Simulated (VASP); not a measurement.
# Ga (Pm-3m) in VASP: further runs

The runs below take Ga through single point, with PBE.

Program: VASP 6.6.1. These are calculated values, not measurements. Logs are shortened: lines on timing, memory, paths and dates and some standing lists are left out, and cuts for length are marked.

### Step 1. The cell of the first run

Symmetry: Pm-3m, No. 221, cubic system. The conventional cell has a = 2.716 Å, b = 2.716 Å, c = 2.716 Å, α = 90.00°, β = 90.00°, γ = 90.00°. Within 3.6 Å of Ga (site symmetry m-3m) lie 6 Ga at 2.72 Å.

### Step 2. Single point, PBE

Input file INCAR:

```
PREC     = Accurate       # precision mode
ENCUT    = 520            # plane-wave cutoff, eV
EDIFF    = 1E-6           # SCF threshold, eV
ISMEAR   = 0              # smearing method
SIGMA    = 0.020999999999999998 # smearing width, eV
LREAL    = F              # projectors in reciprocal space
LASPH    = T              # aspherical terms in the spheres
NELM     = 80             # most SCF steps
ALGO     = Fast           # electronic algorithm
ISIF     = 2              # what is computed and relaxed
LWAVE    = F              # write WAVECAR
LCHARG   = F              # write CHGCAR
GGA      = PE             # functional
NBANDS   = 12             # bands
```

Input file KPOINTS:

```
Automatic mesh
0
Gamma
  10 10 10
```

Input file POSCAR:

```
Ga
1.0
    2.7164800000      0.0000000000      0.0000000000
    0.0000000000      2.7164800000      0.0000000000
    0.0000000000      0.0000000000      2.7164800000
Ga
1
Direct
    0.0000000000      0.0000000000      0.0000000000
```

Potentials or basis: VASP PAW PBE potentials, release 64 (Ga_d).

Started as:

```bash
$ cat potpaw_PBE.64/Ga_d/POTCAR > POTCAR
$ mpirun -np 1 vasp_std > vasp.out
```

OUTCAR:

```text
PREC = Accurate
   ENCUT = 520
   EDIFF = 1E-6
   ISMEAR = 0
   LREAL = F
   LASPH = T
   NELM = 80
   ISIF = 2
   GGA = PE

 ion  position               nearest neighbor table
   1  0.000  0.000  0.000-

  LATTYP: Found a simple cubic cell.
 ALAT       =     2.7164800000

  Lattice vectors:

 A1 = (   2.7164800000,   0.0000000000,   0.0000000000)
 A2 = (   0.0000000000,   2.7164800000,   0.0000000000)
 A3 = (   0.0000000000,   0.0000000000,   2.7164800000)

Analysis of symmetry for initial positions (statically):
=====================================================================
 Subroutine PRICEL returns:
 Original cell was already a primitive cell.

 Routine SETGRP: Setting up the symmetry group for a
 simple cubic supercell.

 Subroutine GETGRP returns: Found 48 space group operations
 (whereof 48 operations were pure point group operations)
 out of a pool of 48 trial point group operations.

The static configuration has the point symmetry O_h .

Analysis of symmetry for dynamics (positions and initial velocities):
=====================================================================
 Subroutine PRICEL returns:
 Original cell was already a primitive cell.

 Routine SETGRP: Setting up the symmetry group for a
 simple cubic supercell.

 Subroutine GETGRP returns: Found 48 space group operations
 (whereof 48 operations were pure point group operations)
 out of a pool of 48 trial point group operations.

The dynamic configuration has the point symmetry O_h .

 Subroutine INISYM returns: Found 48 space group operations
 (whereof 48 operations are pure point group operations),
 and found     1 'primitive' translations

----------------------------------------------------------------------------------------

                                     Primitive cell

  volume of cell :      20.0456

  direct lattice vectors                    reciprocal lattice vectors
     2.716480000  0.000000000  0.000000000     0.368123454  0.000000000  0.000000000
     0.000000000  2.716480000  0.000000000     0.000000000  0.368123454  0.000000000
     0.000000000  0.000000000  2.716480000     0.000000000  0.000000000  0.368123454

  length of vectors
     2.716480000  2.716480000  2.716480000     0.368123454  0.368123454  0.368123454

  position of ions in fractional coordinates (direct lattice)
     0.000000000  0.000000000  0.000000000

  ion indices of the primitive-cell ions
   primitive index   ion index
                 1           1

----------------------------------------------------------------------------------------

 KPOINTS: Automatic mesh

Automatic generation of k-mesh.
 Grid dimensions read from file:
 generate k-points for:   10   10   10

 Generating k-lattice:

  Cartesian coordinates                     Fractional coordinates (reciprocal lattice)
     0.036812345  0.000000000  0.000000000     0.100000000  0.000000000  0.000000000
     0.000000000  0.036812345  0.000000000     0.000000000  0.100000000  0.000000000
     0.000000000  0.000000000  0.036812345     0.000000000  0.000000000  0.100000000

  Length of vectors
     0.036812345  0.036812345  0.036812345

  Shift w.r.t. Gamma in fractional coordinates (k-lattice)
     0.000000000  0.000000000  0.000000000

 Subroutine IBZKPT returns following result:
 ===========================================

 Found     56 irreducible k-points:

 Following reciprocal coordinates:
            Coordinates               Weight
  0.000000  0.000000  0.000000      1.000000
  0.100000  0.000000  0.000000      6.000000
  0.200000  0.000000  0.000000      6.000000
  0.300000  0.000000  0.000000      6.000000
  0.400000  0.000000  0.000000      6.000000
  0.500000  0.000000  0.000000      3.000000
[... 16 lines left out ...]
  0.200000  0.100000  0.100000     24.000000
  0.300000  0.100000  0.100000     24.000000
 [... further k-points ...]
   k-points           NKPTS =     56   k-points in BZ     NKDIM =     56   number of bands    NBANDS=     12
   number of dos      NEDOS =    301   number of ions     NIONS =      1
   total plane-waves  NPLWV =   8000
   dimension x,y,z NGX =    20 NGY =   20 NGZ =   20
   dimension x,y,z NGXF=    40 NGYF=   40 NGZF=   40
   ions per type =               1
   NGX,Y,Z   is equivalent  to a cutoff of  12.24, 12.24, 12.24 a.u.
   NGXF,Y,Z  is equivalent  to a cutoff of  24.48, 24.48, 24.48 a.u.
 SYSTEM =  unknown system
   PREC   = accura    normal or accurate (medium, high low for compatibility)
   ISTART =      0    job   : 0-new  1-cont  2-samecut
   ICHARG =      2    charge: 1-file 2-atom 10-const
   ISPIN  =      1    spin polarized calculation?
   LNONCOLLINEAR =      F non collinear calculations
   LSORBIT =      F    spin-orbit coupling
   LASPH  =      T    aspherical Exc in radial PAW
   ENCUT  =  520.0 eV  38.22 Ry    6.18 a.u.   5.05  5.05  5.05*2*pi/ulx,y,z
   NELM   =     80;   NELMIN=  2; NELMDL= -5     # of ELM steps
   EDIFF  = 0.1E-05   stopping-criterion for ELM
   LREAL  =      F    real-space projection
   EDIFFG = 0.1E-04   stopping-criterion for IOM
   NSW    =      0    number of steps for IOM
   IBRION =     -1    ionic relax: 0-MD 1-quasi-New 2-CG
   NFREE  =      0    steps in history (QN), initial steepest desc. (CG)
   ISIF   =      2    stress and relaxation
   ISYM   =      2    0-nonsym 1-usesym 2-fastsym
   POTIM  = 0.5000    time-step for ionic-motion
   TEBEG  =    0.0;   TEEND  =   0.0 temperature during run
   PSTRESS=    0.0 pullay stress
   NELECT =      13.0000    total number of electrons
   NUPDOWN=      -1.0000    fix difference up-down
   EMIN   =  10.00;   EMAX   =-10.00  energy-range for DOS
   EFERMI =   0.00;   METHOD = LEGACY
   ISMEAR =     0;   SIGMA  =   0.02  broadening in eV -4-tet -1-fermi 0-gaus
   EFERMI_NEDOS =   21; number of points for ismear=-14 and -15
   IALGO  =     68    algorithm
   IMIX   =      4    mixing-type and parameters
     AMIX     =   0.40;   BMIX     =  1.00
     AMIX_MAG =   1.60;   BMIX_MAG =  1.00
  volume/ion in A,a.u.               =      20.05       135.27
  Fermi-wavevector in a.u.,A,eV,Ry     =   1.417042  2.677821 27.320614  2.008008
  Thomas-Fermi vector in A             =   2.538314
   LORBIT       =      0    0 simple, 1 ext, 2 COOP (PROOUT), +10 PAW based schemes
   GGA     = PE    functional components
   LHFCALC =     F    Hartree Fock is set to
   AEXX    =    0.0000 exact exchange contribution
   IVDW    =     0    specifies the selected vdW correction
   LEPSILON=     F    determine dielectric tensor
   LRPA    =     F    only Hartree local field effects (RPA)
 non-spin polarized calculation
 RMM-DIIS sequential band-by-band and
 Gauss-broadening in eV      SIGMA  =   0.02
  energy-cutoff  :      520.00
  volume of cell :       20.05
 maximum number of plane-waves:       554
   NGX = 11   NGY = 11   NGZ = 11

 number of electron      13.0000027 magnetization

 Free energy of the ion-electron system (eV)
  ---------------------------------------------------
  ext. energy  EPLUGINS =         0.00000000
  ---------------------------------------------------
  free energy    TOTEN  =        -2.82818794 eV

  energy without entropy =       -2.82805272  energy(sigma->0) =       -2.82812033

 E-fermi :   4.7690     XC(G=0): -10.6332

 val. band max:        4.7516230416   @ k =   0.5000   0.5000   0.3000
 cond. band min:       4.7936665615   @ k =   0.4000   0.4000   0.1000
 fundamental gap:      0.0420435199
 Fermi energy:         4.7689723163

 k-point     1 :       0.0000    0.0000    0.0000
  band No.  band energies     occupation
      1     -10.3402      2.00000
      2     -10.3402      2.00000
      3      -9.8264      2.00000
      4      -9.8264      2.00000
      5      -9.8264      2.00000
      6      -5.7976      2.00000
      7      13.7171      0.00000
      8      13.7171      0.00000
      9      13.7171      0.00000
     10      16.6469      0.00000
     11      16.6469      0.00000
     12      19.1061      0.00000

 k-point     2 :       0.1000    0.0000    0.0000
  band No.  band energies     occupation
      1     -10.3364      2.00000
      2     -10.3070      2.00000
      3      -9.8400      2.00000
      4      -9.8400      2.00000
      5      -9.8253      2.00000
      6      -5.5947      2.00000
      7      11.2149      0.00000
      8      13.9275      0.00000
      9      13.9275      0.00000
     10      16.8195      0.00000
     11      18.1118      0.00000
     12      20.6352      0.00000

 k-point     3 :       0.2000    0.0000    0.0000
  band No.  band energies     occupation
      1     -10.3265      2.00000
      2     -10.2226      2.00000
      3      -9.8755      2.00000
      4      -9.8755      2.00000
      5      -9.8222      2.00000
      6      -4.9813      2.00000
      7       7.8875      0.00000
      8      14.5401      0.00000
      9      14.5401      0.00000
     10      17.3380      0.00000
     11      18.8549      0.00000
     12      24.6030      0.00000

 k-point     4 :       0.3000    0.0000    0.0000
  band No.  band energies     occupation
      1     -10.3143      2.00000
      2     -10.1234      2.00000
      3      -9.9190      2.00000
      4      -9.9190      2.00000
      5      -9.8185      2.00000
      6      -3.9557      2.00000
      7       4.8336      0.00001
      8      15.4857      0.00000
      9      15.4857      0.00000
     10      18.2003      0.00000
     11      19.6469      0.00000
     12      25.7814      0.00000

 k-point     5 :       0.4000    0.0000    0.0000
  band No.  band energies     occupation
      1     -10.3044      2.00000
      2     -10.0468      2.00000
      3      -9.9539      2.00000
      4      -9.9539      2.00000
      5      -9.8155      2.00000
      6      -2.5666      2.00000
      7       2.2088      2.00000
      8      16.5609      0.00000
      9      16.5609      0.00000
     10      19.3739      0.00000
     11      20.5957      0.00000
     12      23.4353      0.00000
[... 228 lines left out ...]
      1     -10.2139      2.00000
      2     -10.1510      2.00000
      3      -9.9467      2.00000
      4      -9.9467      2.00000
      5      -9.6909      2.00000
      6       3.1120      2.00000
      7       4.1031      2.00000
      8       4.1031      2.00000
      9       8.9852      0.00000
     10      20.6454      0.00000
     11      25.2282      0.00000
     12      25.2286      0.00000

 k-point    22 :       0.1000    0.1000    0.1000
  band No.  band energies     occupation
      1     -10.2836      2.00000
      2     -10.2836      2.00000
      3      -9.8565      2.00000
      4      -9.8521      2.00000
      5      -9.8521      2.00000
      6      -5.1890      2.00000
      7      11.3559      0.00000
      8      11.3559      0.00000
      9      12.2510      0.00000
     10      20.1077      0.00000
     11      20.1077      0.00000
     12      21.5200      0.00000

 k-point    23 :       0.2000    0.1000    0.1000
  band No.  band energies     occupation
      1     -10.2742      2.00000
      2     -10.1950      2.00000
      3      -9.8947      2.00000
      4      -9.8892      2.00000
      5      -9.8497      2.00000
      6      -4.5769      2.00000
      7       8.2554      0.00000
      8      11.9444      0.00000
      9      12.6391      0.00000
     10      20.6358      0.00000
     11      21.2869      0.00000
     12      24.3096      0.00000

 k-point    24 :       0.3000    0.1000    0.1000
  band No.  band energies     occupation
      1     -10.2623      2.00000
      2     -10.0900      2.00000
      3      -9.9421      2.00000
      4      -9.9348      2.00000
      5      -9.8454      2.00000
      6      -3.5555      2.00000
      7       5.2225      0.00000
      8      12.8684      0.00000
      9      13.5990      0.00000
     10      20.9596      0.00000
     11      21.2979      0.00000
     12      22.5183      0.00000

 [... further k-points ...]
[... 5 lines left out ...]
  --------------------------------------------------------------------------------------
  -------------------------------------------------------------------------------------
  Total        0.0785153      0.0785153      0.0785153     -0.0000000     -0.0000000      0.0000000
  in kB        6.2754541      6.2754541      6.2754541     -0.0000000     -0.0000000      0.0000000
  external PRESSURE =       6.2754541 kB  Pullay stress =       0.0000000 kB

 VOLUME and BASIS-vectors are now :
 -----------------------------------------------------------------------------
  energy-cutoff  :      520.00
  volume of cell :       20.05
      direct lattice vectors                 reciprocal lattice vectors
     2.716480000  0.000000000  0.000000000     0.368123454  0.000000000  0.000000000
     0.000000000  2.716480000  0.000000000     0.000000000  0.368123454  0.000000000
     0.000000000  0.000000000  2.716480000     0.000000000  0.000000000  0.368123454

 POSITION                                       TOTAL-FORCE (eV/Angst)
 -----------------------------------------------------------------------------------
      0.00000      0.00000      0.00000         0.000000      0.000000      0.000000
 -----------------------------------------------------------------------------------
    total drift:                                0.000000      0.000000      0.000000

  FREE ENERGIE OF THE ION-ELECTRON SYSTEM (eV)
  ---------------------------------------------------
  free  energy   TOTEN  =        -2.8281879399 eV

  energy  without entropy=       -2.8280527158  energy(sigma->0) =       -2.82812033
```

Wall time 6.6 s (1 thread of Intel Xeon 6975P-C, shared host); peak memory 0.13 GiB.

Results:

- Free energy: -2.8282 eV
- Pressure: 0.6 GPa

### Step 3. Single point, PBE

Input file INCAR:

```
SYSTEM = Ga
PREC = Accurate
ENCUT = 520
EDIFF = 1E-6
ISMEAR = 0
SIGMA = 0.022
LREAL = .FALSE.
LASPH = .TRUE.
NELM = 100
ALGO = Normal
ISIF = 2
LWAVE = .FALSE.
LCHARG = .FALSE.
GGA = PE
NBANDS = 12
```

Input file KPOINTS:

```
regular mesh
0
G
  10 10 10
  0 0 0
```

POSCAR is that of step 2.

Potentials or basis: VASP PAW PBE potentials, release 64 (Ga_d).

Started as:

```bash
$ cat potpaw_PBE.64/Ga_d/POTCAR > POTCAR
$ mpirun -np 1 vasp_std > vasp.out
```

Wall time 5.6 s (1 thread of Intel Xeon 6975P-C, shared host); peak memory 0.13 GiB.

Results (log left out):

| Quantity | Value |
| --- | --- |
| Free energy | -2.8282 eV |
| Pressure | 0.6 GPa |

Levels at points of the mesh, in eV from the Fermi level:
```csv
k point,band 2,band 3,band 4,band 5,band 6,band 7,band 8,band 9,band 10,band 11
"(0.00, 0.00, 0.00)",-15.11,-14.60,-14.60,-14.60,-10.57,8.95,8.95,8.95,11.88,11.88
"(0.50, 0.00, 0.00)",-14.79,-14.74,-14.74,-14.58,-6.21,-4.10,12.37,12.37,15.58,16.42
"(0.50, 0.50, 0.00)",-14.92,-14.72,-14.72,-14.46,-1.66,-0.67,-0.67,4.22,15.88,20.46
"(0.50, 0.50, 0.50)",-14.93,-14.93,-14.45,-14.45,2.62,2.62,2.62,3.76,8.19,8.19
```

### Step 4. Single point, PBE

Input file INCAR:

```
SYSTEM = Ga
PREC     = Accurate       ! precision mode
ENCUT    = 520            ! plane-wave cutoff, eV
EDIFF    = 1E-7           ! SCF threshold, eV
ISMEAR   = 0              ! smearing method
SIGMA    = 0.023          ! smearing width, eV
LREAL    = .False.        ! projectors in reciprocal space
LASPH    = .True.         ! aspherical terms in the spheres
NELM     = 60             ! most SCF steps
ALGO     = Normal         ! electronic algorithm
ISIF     = 2              ! what is computed and relaxed
LWAVE    = .False.        ! write WAVECAR
LCHARG   = .False.        ! write CHGCAR
GGA      = PE             ! functional
NBANDS   = 12             ! bands
```

Input file KPOINTS:

```
Automatic mesh
0
Gamma
  10 10 10
  0 0 0
```

POSCAR is that of step 3.

Started as:

```bash
$ cat potpaw_PBE.64/Ga_d/POTCAR > POTCAR
$ mpirun -np 1 vasp_std > vasp.out
```

Run time: 8.7 s. Hardware: 1 thread of Intel Xeon 6975P-C, shared host; peak memory 0.13 GiB.

It converged, with:

- Free energy: -2.8282 eV
- Pressure: 0.6 GPa

Levels at points of the mesh, in eV from the Fermi level:
| k point | band 4 | band 5 | band 6 | band 7 | band 8 | band 9 |
| --- | --- | --- | --- | --- | --- | --- |
| (0.00, 0.00, 0.00) | -14.60 | -14.60 | -10.57 | 8.95 | 8.95 | 8.95 |
| (0.50, 0.00, 0.00) | -14.74 | -14.58 | -6.21 | -4.10 | 12.37 | 12.37 |
| (0.50, 0.50, 0.00) | -14.72 | -14.46 | -1.66 | -0.67 | -0.67 | 4.22 |
| (0.50, 0.50, 0.50) | -14.45 | -14.45 | 2.62 | 2.62 | 2.62 | 3.76 |

### Step 5. Overview

| smearing | gap on the mesh (eV) | pressure (GPa) |
| --- | --- | --- |
| gaussian 0.021 eV | none | 0.6 |
| gaussian 0.022 eV | none | 0.6 |
| gaussian 0.023 eV | none | 0.6 |

Alike in all rows: task single point; level PBE; potentials or basis VASP PAW PBE potentials, release 64 (Ga_d); no spin polarisation; cell as given; k mesh 10 × 10 × 10; cutoff (eV) 520.

Every run on the cell as given and a fine mesh finds a metal.

Total energies depend on the potentials used, so only differences within one code and one set of settings carry meaning.
